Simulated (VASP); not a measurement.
Cu, 1 atom in the cell. The structure is cubic, space group Fm-3m (No. 225). The conventional cell has a = 3.518 Å, b = 3.518 Å, c = 3.518 Å, α = 90.00°, β = 90.00°, γ = 90.00°. Within 3.3 Å of Cu (site symmetry m-3m) lie 12 Cu at 2.49 Å. 

* Program: VASP 6.6.1
* Task: single point
* Functional: LDA
* Potentials or basis: VASP PAW LDA potentials, release 64 (Cu)
* Cutoff: 520 eV
* k mesh: 15 × 15 × 15
* Occupations: fermi-dirac, width 0.1 eV
* Spin: non-collinear spin, zero start, spin-orbit coupling
* Starting moments: [[0.0, 0.0, 0.0]] μB
* Dipole correction: no
* Further INCAR settings: ALGO = Normal; EDIFF = 1e-06; NBANDS = 22

Potentials or basis: VASP PAW LDA potentials, release 64 (Cu).

Launch:

```sh
$ cat potpaw_LDA.64/Cu/POTCAR > POTCAR
$ mpirun -np 1 vasp_ncl > vasp.out
```

Hardware: 1 thread of Intel Xeon 8259CL (shared host).

Task: How long does it take, and how much memory?

Result: It took 87 s on 1 thread of Intel Xeon 8259CL, on a shared host, peak memory 0.16 GiB. Counts: scf iterations 11, k points 120.
